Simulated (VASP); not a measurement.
# LiSi16 (a cell with a defect) in VASP: single point with PBE+D3(BJ)

Aim: the single point of LiSi16 (a cell with a defect) with PBE+D3(BJ).

Everything below comes from runs of VASP 6.6.1. Logs are shortened: lines on timing, memory, paths and dates and some standing lists are left out, and cuts for length are marked.

## 1. The cell of the first run

The cell holds a defect, 17 atoms: a = 7.679 Å, b = 7.679 Å, c = 7.679 Å, α = 60.00°, β = 60.00°, γ = 60.00°.

## 2. Single point, PBE+D3(BJ), collinear spin

File INCAR:

```
SYSTEM = LiSi16
ALGO = Normal ; EDIFF = 1E-7
ENCUT = 520 ; GGA = PE
ISIF = 2 ; ISMEAR = -1
ISPIN = 2 ; IVDW = 12
LASPH = .True. ; LCHARG = .True.
LELF = .True. ; LORBIT = 11
LREAL = Auto ; LVHAR = .True.
LWAVE = .False. ; MAGMOM = 0 0 0 0 0 0 0 0 0 0 0 0 0 0 0 0 1
NBANDS = 52 ; NELM = 150
PREC = Accurate ; SIGMA = 0.02
```

File KPOINTS:

```
k-points
0
Gamma
  2 2 2
  0 0 0
```

File POSCAR:

```
LiSi16
1.0
    0.0000000000      5.4300000000      5.4300000000
    5.4300000000      0.0000000000      5.4300000000
    5.4300000000      5.4300000000      0.0000000000
Si Li
16 1
Direct
   -0.0017378118      0.0025139525     -0.0018223050
    0.1216687202      0.1354379383      0.1214686434
   -0.0017648685      0.0024690293      0.5011527971
    0.1289934949      0.1238262717      0.6235970912
    0.0006814204      0.5014275008     -0.0009268865
    0.1225740409      0.6226869351      0.1222462630
   -0.0014597451      0.4986112655      0.5015013529
    0.1224995646      0.6226071042      0.6327738855
    0.5018177184      0.0022192209     -0.0020151313
    0.6236855048      0.1237988911      0.1289949137
    0.4999839550     -0.0000276805      0.5000184936
    0.6236798959      0.1237961546      0.6235280695
    0.5021887362      0.4984277590     -0.0017317033
    0.6345792157      0.6220331963      0.1217192496
    0.5021438080      0.4984005321      0.5012232572
    0.6237516846      0.6289964444      0.6236320099
    0.2513688658      0.7533762848      0.2478722995
```

Potentials or basis: VASP PAW PBE potentials, release 64 (Si, Li_sv).

Started as:

```bash
$ cat potpaw_PBE.64/Si/POTCAR potpaw_PBE.64/Li_sv/POTCAR > POTCAR
$ mpirun -np 1 vasp_std > vasp.out
```

OUTCAR:

```text
SYSTEM = LiSi16
   EDIFF = 1E-7
   ENCUT = 520
   GGA = PE
   ISIF = 2
   ISMEAR = -1
   ISPIN = 2
   IVDW = 12
   LASPH = .True.
   LORBIT = 11
   LREAL = Auto
   NELM = 150
   PREC = Accurate
 IVDW          = 12

 ion  position               nearest neighbor table
   1  0.998  0.003  0.998-  10 2.35   4 2.35   2 2.38   6 2.38  17 2.73
   2  0.122  0.135  0.121-   5 2.29   1 2.38   3 2.38   9 2.38  17 2.40
   3  0.998  0.002  0.501-  12 2.35   4 2.35   2 2.38   8 2.38  17 2.73
   4  0.129  0.124  0.624-  11 2.33   3 2.35   1 2.35   7 2.35
   5  0.001  0.501  0.999-   2 2.29  14 2.30   8 2.30   6 2.30
   6  0.123  0.623  0.122-   5 2.30   7 2.38  13 2.38   1 2.38  17 2.41
   7  0.999  0.499  0.502-   4 2.35  16 2.35   8 2.38   6 2.38  17 2.76
   8  0.122  0.623  0.633-   5 2.30   7 2.38  15 2.38   3 2.38  17 2.41
   9  0.502  0.002  0.998-  12 2.35  10 2.35   2 2.38  14 2.38  17 2.71
  10  0.624  0.124  0.129-  11 2.33   9 2.35   1 2.35  13 2.35
  11  0.500  1.000  0.500-  16 2.33   4 2.33  10 2.33  12 2.33
  12  0.624  0.124  0.624-  11 2.33   9 2.35   3 2.35  15 2.35
  13  0.502  0.498  0.998-  10 2.35  16 2.35  14 2.38   6 2.38  17 2.74
  14  0.635  0.622  0.122-   5 2.30  13 2.38  15 2.38   9 2.38  17 2.40
  15  0.502  0.498  0.501-  12 2.35  16 2.35  14 2.38   8 2.38  17 2.74
  16  0.624  0.629  0.624-  11 2.33  15 2.35  13 2.35   7 2.35
  17  0.251  0.753  0.248-   2 2.40  14 2.40   8 2.41   6 2.41   9 2.71   3 2.73   1 2.73  15 2.74
                            13 2.74   7 2.76

  LATTYP: Found a face centered cubic cell.
 ALAT       =    10.8600000000

  Lattice vectors:

 A1 = (   0.0000000000,   5.4300000000,   5.4300000000)
 A2 = (   5.4300000000,   0.0000000000,   5.4300000000)
 A3 = (   5.4300000000,   5.4300000000,   0.0000000000)

Analysis of symmetry for initial positions (statically):
=====================================================================
 Subroutine PRICEL returns:
 Original cell was already a primitive cell.

 Routine SETGRP: Setting up the symmetry group for a
 face centered cubic supercell.

 Subroutine GETGRP returns: Found  1 space group operations
 (whereof  1 operations were pure point group operations)
 out of a pool of 48 trial point group operations.

The static configuration has the point symmetry C_1 .

Analysis of symmetry for dynamics (positions and initial velocities):
=====================================================================
 Subroutine PRICEL returns:
 Original cell was already a primitive cell.

 Routine SETGRP: Setting up the symmetry group for a
 face centered cubic supercell.

 Subroutine GETGRP returns: Found  1 space group operations
 (whereof  1 operations were pure point group operations)
 out of a pool of 48 trial point group operations.

The dynamic configuration has the point symmetry C_1 .

Analysis of structural, dynamic, and magnetic symmetry:
=====================================================================
 Subroutine PRICEL returns:
 Original cell was already a primitive cell.

 Routine SETGRP: Setting up the symmetry group for a
 face centered cubic supercell.

 Subroutine GETGRP returns: Found  1 space group operations
 (whereof  1 operations were pure point group operations)
 out of a pool of 48 trial point group operations.

The overall configuration has the point symmetry C_1 .

 Subroutine INISYM returns: Found  1 space group operations
 (whereof  1 operations are pure point group operations),
 and found     1 'primitive' translations

----------------------------------------------------------------------------------------

                                     Primitive cell

  volume of cell :     320.2060

  direct lattice vectors                    reciprocal lattice vectors
     0.000000000  5.430000000  5.430000000    -0.092081031  0.092081031  0.092081031
     5.430000000  0.000000000  5.430000000     0.092081031 -0.092081031  0.092081031
     5.430000000  5.430000000  0.000000000     0.092081031  0.092081031 -0.092081031

  length of vectors
     7.679179644  7.679179644  7.679179644     0.159489025  0.159489025  0.159489025

  position of ions in fractional coordinates (direct lattice)
     0.998262188  0.002513953  0.998177695
     0.121668720  0.135437938  0.121468643
     0.998235132  0.002469029  0.501152797
     0.128993495  0.123826272  0.623597091
     0.000681420  0.501427501  0.999073114
     0.122574041  0.622686935  0.122246263
[... 9 lines left out ...]
     0.623751685  0.628996444  0.623632010
     0.251368866  0.753376285  0.247872300

  ion indices of the primitive-cell ions
   primitive index   ion index
                 1           1
                 2           2
                 3           3
                 4           4
                 5           5
                 6           6
[... 9 lines left out ...]
                16          16
                17          17

----------------------------------------------------------------------------------------

 KPOINTS: k-points

Automatic generation of k-mesh.
 Grid dimensions read from file:
 generate k-points for:    2    2    2

 Generating k-lattice:

  Cartesian coordinates                     Fractional coordinates (reciprocal lattice)
    -0.046040516  0.046040516  0.046040516     0.500000000  0.000000000  0.000000000
     0.046040516 -0.046040516  0.046040516     0.000000000  0.500000000  0.000000000
     0.046040516  0.046040516 -0.046040516     0.000000000  0.000000000  0.500000000

  Length of vectors
     0.079744512  0.079744512  0.079744512

  Shift w.r.t. Gamma in fractional coordinates (k-lattice)
     0.000000000  0.000000000  0.000000000

 Subroutine IBZKPT returns following result:
 ===========================================

 Found      8 irreducible k-points:

 Following reciprocal coordinates:
            Coordinates               Weight
  0.000000  0.000000  0.000000      1.000000
  0.500000  0.000000  0.000000      1.000000
  0.000000  0.500000  0.000000      1.000000
  0.000000  0.000000  0.500000      1.000000
  0.500000  0.500000  0.500000      1.000000
  0.500000  0.500000  0.000000      1.000000
  0.000000  0.500000  0.500000      1.000000
  0.500000  0.000000  0.500000      1.000000
   k-points           NKPTS =      8   k-points in BZ     NKDIM =      8   number of bands    NBANDS=     52
   number of dos      NEDOS =    301   number of ions     NIONS =     17
   total plane-waves  NPLWV = 216000
   dimension x,y,z NGX =    60 NGY =   60 NGZ =   60
   dimension x,y,z NGXF=   120 NGYF=  120 NGZF=  120
   ions per type =              16   1
   NGX,Y,Z   is equivalent  to a cutoff of  12.99, 12.99, 12.99 a.u.
   NGXF,Y,Z  is equivalent  to a cutoff of  25.98, 25.98, 25.98 a.u.
 SYSTEM =  LiSi16
   PREC   = accura    normal or accurate (medium, high low for compatibility)
   ISTART =      0    job   : 0-new  1-cont  2-samecut
   ICHARG =      2    charge: 1-file 2-atom 10-const
   ISPIN  =      2    spin polarized calculation?
   LNONCOLLINEAR =      F non collinear calculations
   LSORBIT =      F    spin-orbit coupling
   LASPH  =      T    aspherical Exc in radial PAW
   ENCUT  =  520.0 eV  38.22 Ry    6.18 a.u.  14.28 14.28 14.28*2*pi/ulx,y,z
   NELM   =    150;   NELMIN=  2; NELMDL= -5     # of ELM steps
   EDIFF  = 0.1E-06   stopping-criterion for ELM
   LREAL  =      T    real-space projection
   EDIFFG = 0.1E-05   stopping-criterion for IOM
   NSW    =      0    number of steps for IOM
   IBRION =     -1    ionic relax: 0-MD 1-quasi-New 2-CG
   NFREE  =      0    steps in history (QN), initial steepest desc. (CG)
   ISIF   =      2    stress and relaxation
   ISYM   =      2    0-nonsym 1-usesym 2-fastsym
   POTIM  = 0.5000    time-step for ionic-motion
   TEBEG  =    0.0;   TEEND  =   0.0 temperature during run
   PSTRESS=    0.0 pullay stress
   NELECT =      67.0000    total number of electrons
   NUPDOWN=      -1.0000    fix difference up-down
   EMIN   =  10.00;   EMAX   =-10.00  energy-range for DOS
   EFERMI =   0.00;   METHOD = LEGACY
   ISMEAR =    -1;   SIGMA  =   0.02  broadening in eV -4-tet -1-fermi 0-gaus
   EFERMI_NEDOS =   21; number of points for ismear=-14 and -15
   IALGO  =     38    algorithm
   IMIX   =      4    mixing-type and parameters
     AMIX     =   0.40;   BMIX     =  1.00
     AMIX_MAG =   1.60;   BMIX_MAG =  1.00
  volume/ion in A,a.u.               =      18.84       127.11
  Fermi-wavevector in a.u.,A,eV,Ry     =   0.971904  1.836632 12.852022  0.944597
  Thomas-Fermi vector in A             =   2.102159
   LORBIT       =     11    0 simple, 1 ext, 2 COOP (PROOUT), +10 PAW based schemes
   GGA     = PE    functional components
   LHFCALC =     F    Hartree Fock is set to
   AEXX    =    0.0000 exact exchange contribution
   IVDW    =    12    specifies the selected vdW correction
   LEPSILON=     F    determine dielectric tensor
   LRPA    =     F    only Hartree local field effects (RPA)
 spin polarized calculation
  energy-cutoff  :      520.00
  volume of cell :      320.21
 maximum number of plane-waves:      8646
 NGX is ok and might be reduce to    60
   NGX = 29   NGY = 29   NGZ = 29

 number of electron      67.0000000 magnetization      -0.0636528

 number of electron      67.0000000 magnetization       0.0212915

 Free energy of the ion-electron system (eV)
  ---------------------------------------------------
  ext. energy  EPLUGINS =         0.00000000
  ---------------------------------------------------
  free energy    TOTEN  =       -86.86517416 eV

  energy without entropy =      -86.85582490  energy(sigma->0) =      -86.86049953

 E-fermi :   6.6528     XC(G=0):  -9.5302

 val. band max:        6.6517275725   @ k =   0.0000   0.0000   0.0000
 cond. band min:       6.8554976906   @ k =   0.0000   0.0000   0.0000
 fundamental gap:      0.2037701180
 Fermi energy:         6.6527600768

 spin component 1

 k-point     1 :       0.0000    0.0000    0.0000
  band No.  band energies     occupation
      1     -40.4622      1.00000
      2      -5.9823      1.00000
      3      -3.7660      1.00000
      4      -3.6496      1.00000
      5      -3.6470      1.00000
      6      -3.6465      1.00000
[... 373 lines left out ...]
     44      10.2403      0.00000
     45      10.3375      0.00000
 Fermi energy:         6.6527600768

 spin component 2

 k-point     1 :       0.0000    0.0000    0.0000
  band No.  band energies     occupation
      1     -40.4622      1.00000
      2      -5.9809      1.00000
      3      -3.7649      1.00000
      4      -3.6485      1.00000
      5      -3.6460      1.00000
      6      -3.6455      1.00000
[... 373 lines left out ...]
     44      10.2455      0.00000
     45      10.3399      0.00000
 [bands above 45 left out]

------------------------ aborting loop because EDIFF is reached ----------------------------------------

 Edisp (eV)   -5.45540

 E8    (eV) :    -2.2600

  FORCE on cell =-STRESS in cart. coord.  units (eV):
  Direction    XX          YY          ZZ          XY          YZ          ZX
  --------------------------------------------------------------------------------------
  -------------------------------------------------------------------------------------
  Total       1.34301     1.34355     1.33761    -0.00484    -0.00386     0.00593
  in kB       6.71988     6.72256     6.69284    -0.02421    -0.01930     0.02968
  external pressure =        6.71 kB  Pullay stress =        0.00 kB

 VOLUME and BASIS-vectors are now :
 -----------------------------------------------------------------------------
  energy-cutoff  :      520.00
  volume of cell :      320.21
      direct lattice vectors                 reciprocal lattice vectors
     0.000000000  5.430000000  5.430000000    -0.092081031  0.092081031  0.092081031
     5.430000000  0.000000000  5.430000000     0.092081031 -0.092081031  0.092081031
     5.430000000  5.430000000  0.000000000     0.092081031  0.092081031 -0.092081031

 POSITION                                       TOTAL-FORCE (eV/Angst)
 -----------------------------------------------------------------------------------
      5.43376     10.84067      5.43421        -0.006885      0.018340     -0.003237
      1.39500      1.32024      1.39609        -0.050800      0.052400     -0.037416
      2.73467      8.14168      5.43382        -0.019505      0.006429     -0.002272
      4.05851      4.08657      1.37281         0.062960     -0.061170     -0.048167
      8.14772      5.42867      2.72645         0.001773     -0.001119      0.007510
      4.04499      1.32937      4.04677         0.047017      0.040893      0.057423
[... 9 lines left out ...]
      6.80177      6.77329      6.80242        -0.060784      0.062655     -0.050650
      5.43678      2.71088      5.45577        -0.013326      0.009276     -0.047468
 -----------------------------------------------------------------------------------
    total drift:                                0.000423     -0.000945     -0.004939

  FREE ENERGIE OF THE ION-ELECTRON SYSTEM (eV)
  ---------------------------------------------------
  free  energy   TOTEN  =       -92.3205773903 eV

  energy  without entropy=      -92.3112281380  energy(sigma->0) =      -92.31590276

 total charge

# of ion       s       p       d       tot
------------------------------------------
    1        0.738   0.947   0.000   1.685
    2        0.745   0.964   0.000   1.709
    3        0.738   0.947   0.000   1.685
    4        0.742   0.954   0.000   1.697
    5        0.733   0.982   0.000   1.715
    6        0.745   0.964   0.000   1.709
[... 9 lines left out ...]
   16        0.742   0.954   0.000   1.697
   17        2.027   0.087   0.000   2.115
--------------------------------------------------
tot         13.869  15.398   0.000  29.267

 magnetization (x)

# of ion       s       p       d       tot
------------------------------------------
    1        0.000  -0.000   0.000   0.000
    2        0.000   0.000   0.000   0.000
    3        0.000  -0.000   0.000   0.000
    4       -0.000   0.000   0.000   0.000
    5       -0.000  -0.000   0.000  -0.000
    6       -0.000   0.000   0.000   0.000
[... 9 lines left out ...]
   16       -0.000   0.000   0.000   0.000
   17       -0.000  -0.000   0.000  -0.000
--------------------------------------------------
tot          0.002   0.001   0.000   0.003
```

Run time: 22 min. Hardware: 1 thread of Intel Xeon 8259CL, shared host; peak memory 0.71 GiB.

What came out:

| Item | Value |
| --- | --- |
| Free energy | -92.3206 eV |
| Largest force | 0.101 eV/Å |
| Net moment | 0.02 μB per cell |
| Valence electrons inside the program's atomic spheres | Si 1.69, 1.71, 1.70, 1.72 (each value once); Li 2.12 |
| Dispersion energy per atom | -0.321 eV |

Forces on the atoms (eV/Å):
```
Si  -0.007  0.018 -0.003
Si  -0.051  0.052 -0.037
Si  -0.020  0.006 -0.002
Si   0.063 -0.061 -0.048
Si   0.002 -0.001  0.008
Si   0.047  0.041  0.057
Si  -0.001 -0.002  0.007
Si  -0.040 -0.046  0.058
Si   0.000  0.001 -0.027
Si  -0.050 -0.053  0.064
Si   0.000  0.000 -0.001
Si   0.053  0.050  0.062
Si   0.015 -0.007 -0.002
Si   0.056 -0.054 -0.035
Si   0.006 -0.017 -0.001
Si  -0.061  0.063 -0.051
Li  -0.013  0.009 -0.047
```

Caveat: the k points lie up to 0.50 Å⁻¹ apart; the cutoff is under 1.25 times the usual one of these potentials, so pressure, stress and relaxed cells hold a basis-set (Pulay) error.
